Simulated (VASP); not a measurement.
The system is ZnO.

```
Zn O
1.0
     2.59330    0.00000    0.00000
    -1.29665    2.24587    0.00000
     0.00000    0.00000    4.22709
Zn O
2 2
Direct
  0.00000 0.00000 0.00000
  0.00000 0.00000 0.50000
  0.33333 0.66667 0.25000
  0.66667 0.33333 0.75000
```

| Property | Result |
| --- | --- |
| Program | VASP 6.6.1 |
| Task | relaxation of cell and atoms |
| Functional | PBE |
| Potentials or basis | VASP PAW PBE potentials, release 64 (Zn, O) |
| Cutoff | 600 eV |
| k mesh | 12 × 12 × 6 |
| Occupations | fermi-dirac, width 0.02 eV |
| Spin | no spin polarisation |

At the start: pressure 278.3 GPa; volume 6.15 Å³/atom.

Q: How do energy, volume and symmetry change on relaxing?

A: Over 10 steps the energy falls by 2268.3 meV/atom and the volume is 10.18 Å³/atom (+65.4 %); space group P6_3/mmc (No. 194, to 0.05 Å).

Step by step:
| step | energy change (eV) | largest force (eV/Å) | pressure (GPa) | volume (Å³) |
| --- | --- | --- | --- | --- |
| 1 | 0.0000 | 0.0000 | 278.33 | 24.62 |
| 2 | 1.9659 | 0.0000 | -56.18 | 85.58 |
| 3 | -8.8349 | 0.0000 | -16.25 | 45.07 |
| 4 | -9.0168 | 0.0000 | -8.47 | 42.75 |
| 5 | -9.0695 | 0.0000 | 0.33 | 40.70 |
| 6 | -9.0685 | 0.0000 | -1.37 | 41.08 |
| 7 | -9.0725 | 0.0000 | 0.46 | 40.63 |
| 8 | -9.0725 | 0.0000 | 0.55 | 40.61 |
| 9 | -9.0731 | 0.0000 | -0.01 | 40.72 |
| 10 | -9.0731 | 0.0000 | 0.05 | 40.71 |

Final structure:
```
CELL_PARAMETERS angstrom
3.01840 0.00000 0.00000
-1.50920 2.61401 0.00000
0.00000 0.00000 5.15974
ATOMIC_POSITIONS crystal
Zn 0.00000 0.00000 0.00000
Zn 0.00000 0.00000 0.50000
O 0.33333 0.66667 0.25000
O 0.66667 0.33333 0.75000
```

Caveat: the volume moved by over 15 % at a fixed basis, so the end points are rough.
